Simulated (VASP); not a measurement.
Write the native input for VASP 6.6.1 that does the following.

```
Task                   : single point
Functional             : PBE
Potentials or basis    : VASP PAW PBE potentials, release 64 (Na_pv, B)
Cutoff                 : 500 eV
k mesh                 : 9 × 9 × 9
Occupations            : methfessel-paxton, width 0.05 eV
Spin                   : no spin polarisation
Dipole correction      : no
Further INCAR settings : ALGO = Normal; EDIFF = 1e-06; NBANDS = 12
```

The structure of NaB lies in POSCAR:

```
NaB
1.0
    0.0000000000      2.6838690000      2.6838690000
    2.6838690000      0.0000000000      2.6838690000
    2.6838690000      2.6838690000      0.0000000000
Na B
1 1
Direct
    0.0000000000      0.0000000000      0.0000000000
    0.5000000000      0.5000000000      0.5000000000
```

The input as run:

INCAR

```
SYSTEM = NaB
ALGO = Normal ; EDIFF = 1E-6
ENCUT = 500 ; GGA = PE
GGA_COMPAT = .False. ; ISIF = 2
ISMEAR = 1 ; LASPH = .True.
LCHARG = .True. ; LELF = .True.
LREAL = .False. ; LVHAR = .True.
LWAVE = .False. ; NBANDS = 12
NELM = 120 ; PREC = Accurate
SIGMA = 0.05
```

KPOINTS

```
k-points
0
Gamma
  9 9 9
  0 0 0
```

Potentials or basis: VASP PAW PBE potentials, release 64 (Na_pv, B).

Launch:

```console
$ cat potpaw_PBE.64/Na_pv/POTCAR potpaw_PBE.64/B/POTCAR > POTCAR
$ mpirun -np 1 vasp_std > vasp.out
```

Results of the run:

```yaml
Pressure: 0.1 GPa
Band_gap_on_the_k_mesh: zero (band 5 reaches 3.13 eV, above the bottom of band 6 at 0.14 eV)
```

Wall time 12 s on 1 thread of Intel(R) Xeon(R) Platinum 8375C CPU @ 2.90GHz (Ice Lake), with other jobs on the host, peak memory 0.15 GiB.
